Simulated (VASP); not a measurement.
# Ca (Pm-3m) in VASP: further runs

Ca is run at these levels: PBEsol; tasks: single point.

All numbers are computed with VASP 6.6.1; they aren't measurements. Logs are shortened: lines on timing, memory, paths and dates and some standing lists are left out, and cuts for length are marked.

## Step 1: The cell of the first run

Symmetry: Pm-3m, No. 221, cubic system. Conventional cell: a = 2.551 Å, b = 2.551 Å, c = 2.551 Å, α = 90.00°, β = 90.00°, γ = 90.00°. Ca (site symmetry m-3m) has 6 Ca at 2.55 Å within 3.4 Å.

## Step 2: Single point, PBEsol (volume scaled by 0.4)

File INCAR:

```
SYSTEM = Ca
ALGO     = Normal         ! electronic algorithm
EDIFF    = 1E-6           ! SCF threshold, eV
ENCUT    = 520            ! plane-wave cutoff, eV
GGA      = PS             ! functional
ISIF     = 2              ! what is computed and relaxed
ISMEAR   = -1             ! smearing method
LASPH    = .TRUE.         ! aspherical terms in the spheres
LCHARG   = .TRUE.         ! write CHGCAR
LELF     = .TRUE.         ! ELF
LREAL    = .FALSE.        ! projectors in reciprocal space
LVHAR    = .TRUE.       
LWAVE    = .FALSE.        ! write WAVECAR
NBANDS   = 11             ! bands
NELM     = 100            ! most SCF steps
PREC     = Accurate       ! precision mode
SIGMA    = 0.08           ! smearing width, eV
```

File KPOINTS:

```
k-points
0
G
  11 11 11
  0 0 0
```

File POSCAR:

```
Ca
1.0
    2.5508920410      0.0000000000      0.0000000000
    0.0000000000      2.5508920410      0.0000000000
    0.0000000000      0.0000000000      2.5508920410
Ca
1
Direct
    0.0000000000      0.0000000000      0.0000000000
```

Potentials or basis: VASP PAW PBE potentials, release 64 (Ca_sv).

Run with:

```
$ cat potpaw_PBE.64/Ca_sv/POTCAR > POTCAR
$ mpirun -np 1 vasp_std > vasp.out
```

OUTCAR:

```text
SYSTEM = Ca
   EDIFF = 1E-6
   ENCUT = 520
   GGA = PS
   ISIF = 2
   ISMEAR = -1
   LASPH = .TRUE.
   LREAL = .FALSE.
   NELM = 100
   PREC = Accurate

 ion  position               nearest neighbor table
   1  0.000  0.000  0.000-

  LATTYP: Found a simple cubic cell.
 ALAT       =     2.5508920410

  Lattice vectors:

 A1 = (   2.5508920410,   0.0000000000,   0.0000000000)
 A2 = (   0.0000000000,   2.5508920410,   0.0000000000)
 A3 = (   0.0000000000,   0.0000000000,   2.5508920410)

Analysis of symmetry for initial positions (statically):
=====================================================================
 Subroutine PRICEL returns:
 Original cell was already a primitive cell.

 Routine SETGRP: Setting up the symmetry group for a
 simple cubic supercell.

 Subroutine GETGRP returns: Found 48 space group operations
 (whereof 48 operations were pure point group operations)
 out of a pool of 48 trial point group operations.

The static configuration has the point symmetry O_h .

Analysis of symmetry for dynamics (positions and initial velocities):
=====================================================================
 Subroutine PRICEL returns:
 Original cell was already a primitive cell.

 Routine SETGRP: Setting up the symmetry group for a
 simple cubic supercell.

 Subroutine GETGRP returns: Found 48 space group operations
 (whereof 48 operations were pure point group operations)
 out of a pool of 48 trial point group operations.

The dynamic configuration has the point symmetry O_h .

 Subroutine INISYM returns: Found 48 space group operations
 (whereof 48 operations are pure point group operations),
 and found     1 'primitive' translations

----------------------------------------------------------------------------------------

                                     Primitive cell

  volume of cell :      16.5988

  direct lattice vectors                    reciprocal lattice vectors
     2.550892041  0.000000000  0.000000000     0.392019726  0.000000000  0.000000000
     0.000000000  2.550892041  0.000000000     0.000000000  0.392019726  0.000000000
     0.000000000  0.000000000  2.550892041     0.000000000  0.000000000  0.392019726

  length of vectors
     2.550892041  2.550892041  2.550892041     0.392019726  0.392019726  0.392019726

  position of ions in fractional coordinates (direct lattice)
     0.000000000  0.000000000  0.000000000

  ion indices of the primitive-cell ions
   primitive index   ion index
                 1           1

----------------------------------------------------------------------------------------

 KPOINTS: k-points

Automatic generation of k-mesh.
 Grid dimensions read from file:
 generate k-points for:   11   11   11

 Generating k-lattice:

  Cartesian coordinates                     Fractional coordinates (reciprocal lattice)
     0.035638157  0.000000000  0.000000000     0.090909091  0.000000000  0.000000000
     0.000000000  0.035638157  0.000000000     0.000000000  0.090909091  0.000000000
     0.000000000  0.000000000  0.035638157     0.000000000  0.000000000  0.090909091

  Length of vectors
     0.035638157  0.035638157  0.035638157

  Shift w.r.t. Gamma in fractional coordinates (k-lattice)
     0.000000000  0.000000000  0.000000000

 Subroutine IBZKPT returns following result:
 ===========================================

 Found     56 irreducible k-points:

 Following reciprocal coordinates:
            Coordinates               Weight
  0.000000  0.000000  0.000000      1.000000
  0.090909  0.000000  0.000000      6.000000
  0.181818  0.000000  0.000000      6.000000
  0.272727  0.000000  0.000000      6.000000
  0.363636  0.000000  0.000000      6.000000
  0.454545  0.000000  0.000000      6.000000
[... 16 lines left out ...]
  0.181818  0.090909  0.090909     24.000000
  0.272727  0.090909  0.090909     24.000000
 [... further k-points ...]
   k-points           NKPTS =     56   k-points in BZ     NKDIM =     56   number of bands    NBANDS=     11
   number of dos      NEDOS =    301   number of ions     NIONS =      1
   total plane-waves  NPLWV =   8000
   dimension x,y,z NGX =    20 NGY =   20 NGZ =   20
   dimension x,y,z NGXF=    40 NGYF=   40 NGZF=   40
   ions per type =               1
   NGX,Y,Z   is equivalent  to a cutoff of  13.03, 13.03, 13.03 a.u.
   NGXF,Y,Z  is equivalent  to a cutoff of  26.07, 26.07, 26.07 a.u.
 SYSTEM =  Ca
   PREC   = accura    normal or accurate (medium, high low for compatibility)
   ISTART =      0    job   : 0-new  1-cont  2-samecut
   ICHARG =      2    charge: 1-file 2-atom 10-const
   ISPIN  =      1    spin polarized calculation?
   LNONCOLLINEAR =      F non collinear calculations
   LSORBIT =      F    spin-orbit coupling
   LASPH  =      T    aspherical Exc in radial PAW
   ENCUT  =  520.0 eV  38.22 Ry    6.18 a.u.   4.74  4.74  4.74*2*pi/ulx,y,z
   NELM   =    100;   NELMIN=  2; NELMDL= -5     # of ELM steps
   EDIFF  = 0.1E-05   stopping-criterion for ELM
   LREAL  =      F    real-space projection
   EDIFFG = 0.1E-04   stopping-criterion for IOM
   NSW    =      0    number of steps for IOM
   IBRION =     -1    ionic relax: 0-MD 1-quasi-New 2-CG
   NFREE  =      0    steps in history (QN), initial steepest desc. (CG)
   ISIF   =      2    stress and relaxation
   ISYM   =      2    0-nonsym 1-usesym 2-fastsym
   POTIM  = 0.5000    time-step for ionic-motion
   TEBEG  =    0.0;   TEEND  =   0.0 temperature during run
   PSTRESS=    0.0 pullay stress
   NELECT =      10.0000    total number of electrons
   NUPDOWN=      -1.0000    fix difference up-down
   EMIN   =  10.00;   EMAX   =-10.00  energy-range for DOS
   EFERMI =   0.00;   METHOD = LEGACY
   ISMEAR =    -1;   SIGMA  =   0.08  broadening in eV -4-tet -1-fermi 0-gaus
   EFERMI_NEDOS =   21; number of points for ismear=-14 and -15
   IALGO  =     38    algorithm
   IMIX   =      4    mixing-type and parameters
     AMIX     =   0.40;   BMIX     =  1.00
     AMIX_MAG =   1.60;   BMIX_MAG =  1.00
  volume/ion in A,a.u.               =      16.60       112.01
  Fermi-wavevector in a.u.,A,eV,Ry     =   1.382662  2.612853 26.011002  1.911755
  Thomas-Fermi vector in A             =   2.507333
   LORBIT       =      0    0 simple, 1 ext, 2 COOP (PROOUT), +10 PAW based schemes
   GGA     = PS    functional components
   LHFCALC =     F    Hartree Fock is set to
   AEXX    =    0.0000 exact exchange contribution
   IVDW    =     0    specifies the selected vdW correction
   LEPSILON=     F    determine dielectric tensor
   LRPA    =     F    only Hartree local field effects (RPA)
 non-spin polarized calculation
  energy-cutoff  :      520.00
  volume of cell :       16.60
 maximum number of plane-waves:       461
 NGX is ok and might be reduce to    20
   NGX =  9   NGY =  9   NGZ =  9

 number of electron      10.0000000 magnetization

 Free energy of the ion-electron system (eV)
  ---------------------------------------------------
  ext. energy  EPLUGINS =         0.00000000
  ---------------------------------------------------
  free energy    TOTEN  =         0.11485448 eV

  energy without entropy =        0.12640481  energy(sigma->0) =        0.12062965

 E-fermi :   6.8671     XC(G=0): -11.4859

 val. band max:        6.8308340320   @ k =   0.4545   0.4545   0.3636
 cond. band min:       6.8976214085   @ k =   0.4545   0.3636   0.3636
 fundamental gap:      0.0667873765
 Fermi energy:         6.8670586206

 k-point     1 :       0.0000    0.0000    0.0000
  band No.  band energies     occupation
      1     -34.5340      2.00000
      2     -13.9102      2.00000
      3     -13.9102      2.00000
      4     -13.9102      2.00000
      5       2.8475      2.00000
      6       6.7248      1.71102
      7       6.7248      1.71102
      8      15.3012      0.00000
      9      15.3012      0.00000
     10      15.3012      0.00000
     11      24.9186      0.00000

 k-point     2 :       0.0909    0.0000    0.0000
  band No.  band energies     occupation
      1     -34.4912      2.00000
      2     -14.1846      2.00000
      3     -13.8871      2.00000
      4     -13.8871      2.00000
      5       3.1332      2.00000
      6       6.8108      1.33758
      7       7.0494      0.18565
      8      14.9009      0.00000
      9      14.9009      0.00000
     10      15.3290      0.00000
     11      23.6214      0.00000

 k-point     3 :       0.1818    0.0000    0.0000
  band No.  band energies     occupation
      1     -34.3740      2.00000
      2     -14.8782      2.00000
      3     -13.8246      2.00000
      4     -13.8246      2.00000
      5       3.8652      2.00000
      6       7.0513      0.18185
      7       7.9213      0.00000
      8      13.9703      0.00000
      9      13.9703      0.00000
     10      15.4045      0.00000
     11      21.4796      0.00000

 k-point     4 :       0.2727    0.0000    0.0000
  band No.  band energies     occupation
      1     -34.2152      2.00000
      2     -15.7127      2.00000
      3     -13.7415      2.00000
      4     -13.7415      2.00000
      5       4.8421      2.00000
      6       7.3902      0.00289
      7       8.9188      0.00000
      8      12.9533      0.00000
      9      12.9533      0.00000
     10      15.5050      0.00000
     11      19.8691      0.00000

 k-point     5 :       0.3636    0.0000    0.0000
  band No.  band energies     occupation
      1     -34.0633      2.00000
      2     -16.4240      2.00000
      3     -13.6637      2.00000
      4     -13.6637      2.00000
      5       5.9389      1.99998
      6       7.7308      0.00004
      7       9.3302      0.00000
      8      12.1458      0.00000
      9      12.1458      0.00000
     10      15.5993      0.00000
     11      19.3629      0.00000
[... 211 lines left out ...]
 k-point    21 :       0.4545    0.4545    0.0000
  band No.  band energies     occupation
      1     -33.4492      2.00000
      2     -16.2581      2.00000
      3     -16.2478      2.00000
      4     -13.3516      2.00000
      5       3.9058      2.00000
      6       9.0826      0.00000
      7      12.5613      0.00000
      8      12.5925      0.00000
      9      14.8495      0.00000
     10      14.9740      0.00000
     11      17.6684      0.00000

 k-point    22 :       0.0909    0.0909    0.0909
  band No.  band energies     occupation
      1     -34.4062      2.00000
      2     -14.1810      2.00000
      3     -14.1101      2.00000
      4     -14.1101      2.00000
      5       3.6860      2.00000
      6       7.3340      0.00582
      7       7.3340      0.00582
      8      14.3620      0.00000
      9      14.5934      0.00000
     10      14.5934      0.00000
     11      24.4554      0.00000

 k-point    23 :       0.1818    0.0909    0.0909
  band No.  band energies     occupation
      1     -34.2903      2.00000
      2     -14.8201      2.00000
      3     -14.0830      2.00000
      4     -14.0433      2.00000
      5       4.3713      2.00000
      6       7.5651      0.00032
      7       8.1857      0.00000
      8      13.5541      0.00000
      9      13.5662      0.00000
     10      14.6514      0.00000
     11      22.3031      0.00000

 k-point    24 :       0.2727    0.0909    0.0909
  band No.  band energies     occupation
      1     -34.1332      2.00000
      2     -15.6409      2.00000
      3     -13.9914      2.00000
      4     -13.9544      2.00000
      5       5.2590      2.00000
      6       7.8972      0.00001
      7       9.0386      0.00000
      8      12.4461      0.00000
      9      12.8996      0.00000
     10      14.7864      0.00000
     11      20.5486      0.00000

 [... further k-points ...]
[... 5 lines left out ...]
  --------------------------------------------------------------------------------------
  -------------------------------------------------------------------------------------
  Total        4.9382534      4.9382534      4.9382534      0.0000000      0.0000000      0.0000000
  in kB      476.6589169    476.6589169    476.6589169      0.0000000      0.0000000      0.0000000
  external PRESSURE =     476.6589169 kB  Pullay stress =       0.0000000 kB

 VOLUME and BASIS-vectors are now :
 -----------------------------------------------------------------------------
  energy-cutoff  :      520.00
  volume of cell :       16.60
      direct lattice vectors                 reciprocal lattice vectors
     2.550892041  0.000000000  0.000000000     0.392019726  0.000000000  0.000000000
     0.000000000  2.550892041  0.000000000     0.000000000  0.392019726  0.000000000
     0.000000000  0.000000000  2.550892041     0.000000000  0.000000000  0.392019726

 POSITION                                       TOTAL-FORCE (eV/Angst)
 -----------------------------------------------------------------------------------
      0.00000      0.00000      0.00000         0.000000      0.000000      0.000000
 -----------------------------------------------------------------------------------
    total drift:                                0.000000      0.000000      0.000000

  FREE ENERGIE OF THE ION-ELECTRON SYSTEM (eV)
  ---------------------------------------------------
  free  energy   TOTEN  =         0.1148544833 eV

  energy  without entropy=        0.1264048132  energy(sigma->0) =        0.12062965
```

It took 15 s on 1 thread of Intel Xeon 6975P-C, shared host; peak memory 0.13 GiB.

Results:

- Free energy: 0.1149 eV
- Pressure: 47.7 GPa
- Band gap on the k mesh: zero (band 5 reaches 7.28 eV, above the bottom of band 6 at 6.31 eV)

Levels at points of the mesh, in eV from the Fermi level:
```csv
k point,band 1,band 2,band 3,band 4,band 5,band 6,band 7,band 8,band 9,band 10
"(0.00, 0.00, 0.00)",-41.40,-20.78,-20.78,-20.78,-4.02,-0.14,-0.14,8.43,8.43,8.43
```

Caveat: the PAW data sets were made with another functional, which shifts forces and pressure a little.

## Step 3: Single point, PBEsol (volume scaled by 0.5)

File INCAR:

```
  PREC = Accurate
  ENCUT = 520
  EDIFF = 1E-7
  ISMEAR = -1
  SIGMA = 0.08
  LREAL = F
  LASPH = T
  NELM = 60
  ALGO = Normal
  ISIF = 2
  LWAVE = F
  LCHARG = F
  GGA = PS
  NBANDS = 11
```

File KPOINTS:

```
Automatic mesh
0
Gamma
  11 11 11
```

File POSCAR:

```
Ca
1.0
    2.7478651519      0.0000000000      0.0000000000
    0.0000000000      2.7478651519      0.0000000000
    0.0000000000      0.0000000000      2.7478651519
Ca
1
Direct
    0.0000000000      0.0000000000      0.0000000000
```

Potentials or basis: VASP PAW PBE potentials, release 64 (Ca_sv).

Run with:

```
$ cat potpaw_PBE.64/Ca_sv/POTCAR > POTCAR
$ mpirun -np 1 vasp_std > vasp.out
```

It took 15 s on 1 thread of Intel Xeon 6975P-C, shared host; peak memory 0.13 GiB.

Results (log left out):

```yaml
Free_energy: -0.7991 eV
Pressure: 25.2 GPa
Band_gap_on_the_k_mesh: 0.19 eV, direct
```

Levels at points of the mesh, in eV from the valence-band top:
```
           k point  band 2  band 3  band 4  band 5  band 6  band 7  band 8  band 9
(0.00, 0.00, 0.00)  -21.13  -21.13  -21.13   -4.11    0.52    0.52    7.41    7.41
```

Caveat: the PAW data sets were made with another functional, which shifts forces and pressure a little. A k mesh can miss the band edges.

(Part 1 of 2 ends here.)
